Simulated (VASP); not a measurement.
A run of VASP 6.6.1:

Contents of INCAR:

```
SYSTEM = PbSe
ALGO = Normal
EDIFF = 1E-7
ENCUT = 520
GGA = PE
ISIF = 2
ISMEAR = 0
IVDW = 12
LASPH = .True.
LCHARG = .False.
LREAL = .False.
LWAVE = .False.
NBANDS = 17
NELM = 80
PREC = Accurate
SIGMA = 0.01
```

KPOINTS

```
k-points
0
Gamma
  10 10 10
  0 0 0
```

Contents of POSCAR:

```
PbSe
1.0
    0.0000000000      3.0671009925      3.0671009925
    3.0671009925      0.0000000000      3.0671009925
    3.0671009925      3.0671009925      0.0000000000
Pb Se
1 1
Direct
    0.0000000000      0.0000000000      0.0000000000
    0.5000000000      0.5000000000      0.5000000000
```

Potentials or basis: VASP PAW PBE potentials, release 64 (Pb_d, Se).

The run is started by

```console
$ cat potpaw_PBE.64/Pb_d/POTCAR potpaw_PBE.64/Se/POTCAR > POTCAR
$ mpirun -np 1 vasp_std > vasp.out
```

Hardware: 1 thread of AMD EPYC 7R13 Processor (Zen 3), on a shared host.

Task: Estimate the wall time of this run.

Result: Wall time 33 s on 1 thread of AMD EPYC 7R13 Processor (Zen 3), with other jobs on the host, peak memory 0.18 GiB. Counts: scf iterations 13, k points 47.
